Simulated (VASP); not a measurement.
A run of VASP 6.6.1 is set up as follows.

Contents of INCAR:

```
PREC = Accurate ; ENCUT = 520
EDIFF = 1E-6 ; ISMEAR = -1
SIGMA = 0.06122561905347299 ; LREAL = False
LASPH = True ; NELM = 100
ALGO = Normal ; ISIF = 2
LWAVE = False ; LCHARG = False
GGA = PE ; NBANDS = 12
```

KPOINTS

```
Automatic mesh
0
Gamma
  23 23 23
```

Contents of POSCAR:

```
Ag
1.0
   -1.6726917995      1.6726917995      1.6726917995
    1.6726917995     -1.6726917995      1.6726917995
    1.6726917995      1.6726917995     -1.6726917995
Ag
1
Direct
    0.0000000000      0.0000000000      0.0000000000
```

Potentials or basis: VASP PAW PBE potentials, release 64 (Ag).

Run with:

```bash
$ cat potpaw_PBE.64/Ag/POTCAR > POTCAR
$ mpirun -np 1 vasp_std > vasp.out
```

Predict the band gap on the k mesh.

zero (an odd number of electrons rules out a gap without spin polarisation).

Predict the pressure.

-3.3 GPa.

Caveat: the cell stands under tension.
